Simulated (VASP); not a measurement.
Wanted: the native input for a VASP 6.6.1 run.

```yaml
Task: single point
Functional: r2SCAN
Potentials_or_basis: VASP PAW PBE potentials, release 64 (Ag, O)
Cutoff: 660 eV
k_mesh: 8 × 8 × 8
Occupations: gaussian, width 0.01 eV
Spin: no spin polarisation
Dipole_correction: no
Further_INCAR_settings: ALGO = Normal; EDIFF = 1e-06; NBANDS = 37
```

Ag2O:

```
Ag O
1.0
     4.65913    0.00000    0.00000
     0.00000    4.65913    0.00000
     0.00000    0.00000    4.65913
Ag O
4 2
Direct
  0.25000 0.25000 0.25000
  0.25000 0.75000 0.75000
  0.75000 0.75000 0.25000
  0.75000 0.25000 0.75000
  0.00000 0.00000 0.00000
  0.50000 0.50000 0.50000
```

One way to write it, as run:

POSCAR

```
Ag2O
1.0
    4.6591266099      0.0000000000      0.0000000000
    0.0000000000      4.6591266099      0.0000000000
    0.0000000000      0.0000000000      4.6591266099
Ag O
4 2
Direct
    0.2500000000      0.2500000000      0.2500000000
    0.2500000000      0.7500000000      0.7500000000
    0.7500000000      0.7500000000      0.2500000000
    0.7500000000      0.2500000000      0.7500000000
    0.0000000000      0.0000000000      0.0000000000
    0.5000000000      0.5000000000      0.5000000000
```

INCAR.step1

```
PREC     = Accurate       # precision mode
ENCUT    = 660            # plane-wave cutoff, eV
ISMEAR   = 0              # smearing method
SIGMA    = 0.01           # smearing width, eV
LREAL    = F              # projectors in reciprocal space
LASPH    = T              # aspherical terms in the spheres
NELM     = 120            # most SCF steps
NBANDS   = 37             # bands
GGA      = PE             # functional
ALGO     = Normal         # electronic algorithm
EDIFF    = 1E-5           # SCF threshold, eV
LWAVE    = T              # write WAVECAR
LCHARG   = F              # write CHGCAR
GGA_COMPAT= F
```

INCAR.step2

```
PREC     = Accurate       # precision mode
ENCUT    = 660            # plane-wave cutoff, eV
EDIFF    = 1E-6           # SCF threshold, eV
ISMEAR   = 0              # smearing method
SIGMA    = 0.01           # smearing width, eV
LREAL    = F              # projectors in reciprocal space
LASPH    = T              # aspherical terms in the spheres
NELM     = 120            # most SCF steps
ALGO     = Normal         # electronic algorithm
ISIF     = 2              # what is computed and relaxed
LWAVE    = F              # write WAVECAR
LCHARG   = F              # write CHGCAR
METAGGA  = R2SCAN         # meta-GGA
LMIXTAU  = T            
NBANDS   = 37             # bands
ISTART   = 1            
GGA_COMPAT= F
```

KPOINTS

```
Automatic mesh
0
Gamma
  8 8 8
```

Potentials or basis: VASP PAW PBE potentials, release 64 (Ag, O).

Run with:

```sh
$ cat potpaw_PBE.64/Ag/POTCAR potpaw_PBE.64/O/POTCAR > POTCAR
$ cp INCAR.step1 INCAR
$ mpirun -np 1 vasp_std > vasp.out
$ cp INCAR.step2 INCAR
$ mpirun -np 1 vasp_std > vasp.out
```

Results of the run:

```json
{
 "Pressure": "5.8 GPa",
 "Band gap on the k mesh": "0.34 eV"
}
```

Caveat: the cell stands under pressure; semilocal functionals underestimate gaps, and a narrow one can read as zero; the PAW data sets were made with another functional, which shifts forces and pressure a little.

It took 16 min on 1 thread of Oxide Virtual Turin-like Processor (shared host), peak memory 0.31 GiB.
